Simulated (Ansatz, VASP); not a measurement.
**One calculation of NbSnTe4, two programs**

```
Nb Sn Te
1.0
     5.19949    0.00000    0.00000
     0.00000    5.19949    0.00000
     0.00000    0.00000    8.88106
Nb Sn Te
1 1 4
Direct
  0.00000 0.00000 0.00000
  0.50000 0.50000 0.50000
  0.50000 0.00000 0.00000
  0.00000 0.50000 0.00000
  0.00000 0.00000 0.32480
  0.00000 0.00000 0.67520
```

Change from the starting cell: species swapped into the RbAlF4 type (P4/mmm, No. 123).

Alike in both runs: functional PBE; k mesh 4 × 4 × 2; occupations gaussian, width 0.1 eV; no spin polarisation.

Ansatz relaxed the structure, and its values are those at the end. VASP's run is a single point on that final structure, the one shown.

|  | VASP | Ansatz |
| --- | --- | --- |
| version | VASP 6.6.1 | Ansatz 0.2.0 |
| potentials or method | VASP PAW PBE potentials, release 64 (Nb_sv, Sn_d, Te), cutoff 520 eV | scalar-relativistic, plane waves, PAW |
| valence electrons in the cell | 51 | 91 |

VASP gave:

| Property | Result |
| --- | --- |
| gap on the k mesh at the Fermi level (eV) | none |
| pressure (GPa) | -0.1 |

Question: Estimate Ansatz's values.

Answer: gap on the k mesh at the Fermi level (eV): none; pressure (GPa): 0.0.

A gap of «none» marks a metal or a gap that the smearing closes. VASP's potentials hold 51 valence electrons a cell and Ansatz's 91, so a difference there can come from the potentials and not from the codes.

Neither program's run includes spin-orbit coupling.
